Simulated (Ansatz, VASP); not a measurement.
Two plane-wave programs on W

The input INCAR:

```
PREC = Accurate
ENCUT = 520
EDIFF = 1E-6
ISMEAR = 0
SIGMA = 0.15
LREAL = F
LASPH = T
NELM = 60
ALGO = Normal
ISIF = 2
LWAVE = F
LCHARG = T
GGA = PE
LELF = T
LVHAR = T
NBANDS = 13
```

The input KPOINTS:

```
regular mesh
0
Gamma
  22 22 22
```

Contents of POSCAR:

```
W
1.0
   -1.5703186771      1.5703186771      1.5703186771
    1.5703186771     -1.5703186771      1.5703186771
    1.5703186771      1.5703186771     -1.5703186771
W
1
Direct
    0.0000000000      0.0000000000      0.0000000000
```

Input for Ansatz:

```yaml
crystal:
  lattice:
    - [-1.5703186771, 1.5703186771, 1.5703186771]
    - [1.5703186771, -1.5703186771, 1.5703186771]
    - [1.5703186771, 1.5703186771, -1.5703186771]
  atoms:
    - { symbol: W, position: [0.0, 0.0, 0.0] }
basis:
  ecutwfc: 420
kpoints:
  mp_grid: { grid: [22, 22, 22] }
hamiltonian:
  xc: pbe
  pseudopotentials: { kind: paw, azcp: { folder: soft_1 } }
scf:
  occupations: { method: gaussian, width: 0.15 }
output:
  forces: true
  stress: true
  eigenvalues: true
  write_density: true
  write_potential: true
  elf: true
  volumetric_format: npy
```

Alike in both runs: task single point; functional PBE; k mesh 22 × 22 × 22; occupations gaussian, width 0.15 eV; no spin polarisation.

```csv
,VASP,Ansatz
version,VASP 6.6.1,Ansatz 0.2.0
potentials or method,"VASP PAW PBE potentials, release 64 (W_sv), cutoff 520 eV","scalar-relativistic, plane waves, PAW"
valence electrons in the cell,14,14
```

```tsv
	VASP	Ansatz	Ansatz less VASP
gap on the k mesh at the Fermi level (eV)	none	none	-
pressure (GPa)	14.3	13.7	-0.62
```

A gap of «none» marks a metal or a gap that the smearing closes.

Neither program's run includes spin-orbit coupling.
